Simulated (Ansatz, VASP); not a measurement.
## Two plane-wave programs on Ni3Se

Contents of INCAR:

```
ALGO = Normal
EDIFF = 1E-7
ENCUT = 520
GGA = PE
ISIF = 2
ISMEAR = -1
ISPIN = 2
LASPH = T
LCHARG = F
LMAXMIX = 4
LORBIT = 11
LREAL = F
LWAVE = F
MAGMOM = 0 0 1 1 1 1 1 1
NBANDS = 50
NELM = 100
PREC = Accurate
SIGMA = 0.05
```

The input KPOINTS:

```
k-points
0
Gamma
  6 6 7
```

The input POSCAR:

```
Ni3Se
1.0
    5.1525541479      0.0000000000      0.0000000000
   -2.5762770740      4.4622427865      0.0000000000
    0.0000000000      0.0000000000      4.1834370000
Se Ni
2 6
Direct
    0.3296940000      0.6773380000      0.7453940000
    0.6579120000      0.3214810000      0.2539730000
    0.1795110000      0.3368170000      0.2555190000
    0.1578440000      0.8396140000      0.2451310000
    0.6687930000      0.8267260000      0.2541500000
    0.8301860000      0.6724280000      0.7609070000
    0.8276420000      0.1571700000      0.7426850000
    0.3293400000      0.1677340000      0.7541160000
```

The input input.yaml:

```yaml
crystal:
  lattice:
    - [5.1525541479, 0.0, 0.0]
    - [-2.576277074, 4.4622427865, 0.0]
    - [0.0, 0.0, 4.183437]
  atoms:
    - { symbol: Se, position: [0.329694, 0.677338, 0.745394] }
    - { symbol: Se, position: [0.657912, 0.321481, 0.253973] }
    - { symbol: Ni, position: [0.179511, 0.336817, 0.255519], spin: 1.0 }
    - { symbol: Ni, position: [0.157844, 0.839614, 0.245131], spin: 1.0 }
    - { symbol: Ni, position: [0.668793, 0.826726, 0.25415], spin: 1.0 }
    - { symbol: Ni, position: [0.830186, 0.672428, 0.760907], spin: 1.0 }
    - { symbol: Ni, position: [0.827642, 0.15717, 0.742685], spin: 1.0 }
    - { symbol: Ni, position: [0.32934, 0.167734, 0.754116], spin: 1.0 }
hamiltonian:
  xc: pbe
  pseudopotentials: { kind: paw }
magnetization:
  spin_polarized: true
kpoints:
  mp_grid: { grid: [6, 6, 7] }
scf:
  occupations: { method: fermi_dirac, width: 0.05 }
output:
  forces: true
  stress: true
  eigenvalues: true
```

Change from the starting cell: atoms moved at random, drawn with an rms of 0.05 Å.

Alike in both runs: task single point; functional PBE; k mesh 6 × 6 × 7; occupations fermi-dirac, width 0.05 eV; collinear spin, ferromagnetic start.

|  | VASP | Ansatz |
| --- | --- | --- |
| version | VASP 6.6.1 | Ansatz 0.2.0 |
| potentials or method | VASP PAW PBE potentials, release 64 (Se, Ni) | Ansatz PAW |
| plane-wave cutoff (eV) | 520 | 420 |
| valence electrons in the cell | 72 | 140 |

|  | VASP | Ansatz | Ansatz less VASP |
| --- | --- | --- | --- |
| gap on the k mesh at the Fermi level (eV) | none | none | - |
| pressure (GPa) | 2.8 | 2.8 | -0.05 |
| traceless stress, the component that is largest in VASP (GPa) | -0.43 | -0.44 | -0.005 |
| rms of the force components (eV/Å) | 0.157 | 0.155 | -0.0018 |
| net moment per atom (μB) | 0.16 | 0.18 | +0.021 |
| size of the moment on the site where the two differ most (μB) | 0.23 | 0.26 | +0.036 |

Site moments also hang on the region over which each program counts them. Atom by atom the forces differ by 0.005 eV/Å (rms over components). A gap of «none» marks a metal or a gap that the smearing closes. VASP's potentials hold 72 valence electrons a cell and Ansatz's 140, so a difference there can come from the potentials and not from the codes.
